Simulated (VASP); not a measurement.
Input of a VASP 6.6.1 run:

Contents of INCAR:

```
  ALGO = Fast
  EDIFF = 1E-7
  ENCUT = 520
  GGA = PS
  ISIF = 2
  ISMEAR = 0
  LASPH = T
  LCHARG = F
  LREAL = F
  LWAVE = F
  NBANDS = 12
  NELM = 60
  PREC = Accurate
  SIGMA = 0.15
```

Contents of KPOINTS:

```
k-points
0
Gamma
  22 22 22
```

The input POSCAR:

```
Cu
1.0
    0.0000000000      1.8075000000      1.8798000000
    1.8075000000      0.0000000000      1.8798000000
    1.8075000000      1.8075000000      0.0000000000
Cu
1
Direct
    0.0000000000      0.0000000000      0.0000000000
```

Potentials or basis: VASP PAW PBE potentials, release 64 (Cu).

Command:

```bash
$ cat potpaw_PBE.64/Cu/POTCAR > POTCAR
$ mpirun -np 1 vasp_std > vasp.out
```

Problem. Predict the pressure.

Solution. -10.5 GPa.

Stress tensor (GPa, compression positive):
```
 -9.73   0.00   0.00
  0.00  -9.73   0.00
  0.00   0.00 -12.05
```

Caveat: the cell differs from its parent crystal (strain +0.000 along x and y, +0.040 along z); the PAW data sets were made with another functional, which shifts forces and pressure a little.
